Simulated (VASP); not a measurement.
Runs of VASP 6.6.1 on SrVO3. It takes space group Pm-3m (No. 221, cubic). The conventional cell has a = 3.842 Å, b = 3.842 Å, c = 3.842 Å, α = 90.00°, β = 90.00°, γ = 90.00°. Sr (site symmetry m-3m) has 12 O at 2.72 Å and 8 V at 3.33 Å within 3.6 Å. Within 2.5 Å of V (site symmetry m-3m) lie 6 O at 1.92 Å. Within 2.5 Å of O (site symmetry 4/mmm) lie 2 V at 1.92 Å. 

```csv
spin,fixed moment (μB),pressure (GPa),moment (μB)
"collinear, ferromagnetic start",-,11.0,(d)
"collinear, ferromagnetic start",1.66,(a),1.66
"collinear, ferromagnetic start",1.9,(c),1.90
"collinear, ferromagnetic start",0.95,10.8,0.95
"collinear, ferromagnetic start",1.19,12.2,1.19
"collinear, ferromagnetic start",0.47,9.1,0.47
"collinear, zero start",0.0,8.5,0.00
"collinear, ferromagnetic start",0.71,9.7,0.71
"collinear, ferromagnetic start",1.42,(b),1.42
"collinear, ferromagnetic start",0.24,8.7,0.24
```

Alike in all rows: task single point; level PBE+U; potentials or basis VASP PAW PBE potentials, release 64 (Sr_sv, V_sv, O_h); V d U = 6.2 eV; cell as given; k mesh 5 × 5 × 5; cutoff (eV) 910; smearing fermi-dirac 0.1 eV.

Fill in the values left out.

(a) 15.6; (b) 13.8; (c) 17.5; (d) 1.00.

Caveats: the cutoff is under 1.25 times the usual one of these potentials, so pressure, stress and relaxed cells hold a basis-set (Pulay) error; the cell stands under pressure; the total moment is fixed, so each spin has its own Fermi level (at least some runs).
